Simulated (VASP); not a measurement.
Crystal: CaBr.

```
Ca Br
1.0
     3.91702    0.00000    0.00000
    -1.95851    3.39224    0.00000
     0.00000    0.00000    4.34103
Ca Br
1 1
Direct
  0.00000 0.00000 0.00000
  0.33333 0.66667 0.50000
```

Base run:

| Quantity | Value |
| --- | --- |
| Program | VASP 6.6.1 |
| Functional | revPBE |
| Potentials or basis | VASP PAW PBE potentials, release 64 (Ca_sv, Br) |
| Cutoff | 520 eV |
| k mesh | 10 × 10 × 8 |
| Occupations | fermi-dirac, width 0.05 eV |
| Spin | no spin polarisation |

Its results: band gap on the k mesh zero (an odd number of electrons rules out a gap without spin polarisation); pressure 1.7 GPa.

After a change of settings the same cell gave: band gap on the k mesh zero (an odd number of electrons rules out a gap without spin polarisation); pressure -3.1 GPa. Which change was it?
A. functional from revPBE to LDA; potentials or basis from VASP PAW PBE potentials, release 64 (Ca_sv, Br) to VASP PAW LDA potentials, release 64 (Ca_sv, Br)
B. functional from revPBE to BLYP; further incar settings from ALGO = Normal; EDIFF = 1e-07; NBANDS = 16 to ALGO = Normal; EDIFF = 1e-06; NBANDS = 16
C. functional from revPBE to r2SCAN
D. functional from revPBE to PBE; further incar settings from ALGO = Normal; EDIFF = 1e-07; NBANDS = 16 to ALGO = Normal; EDIFF = 1e-06; NBANDS = 16

A.

Caveats: an odd number of electrons without spin polarisation forces a metal; a magnetic or distorted state may lie lower; the PAW data sets were made with another functional, which shifts forces and pressure a little (at least some runs); the cell stands under tension (at least some runs).
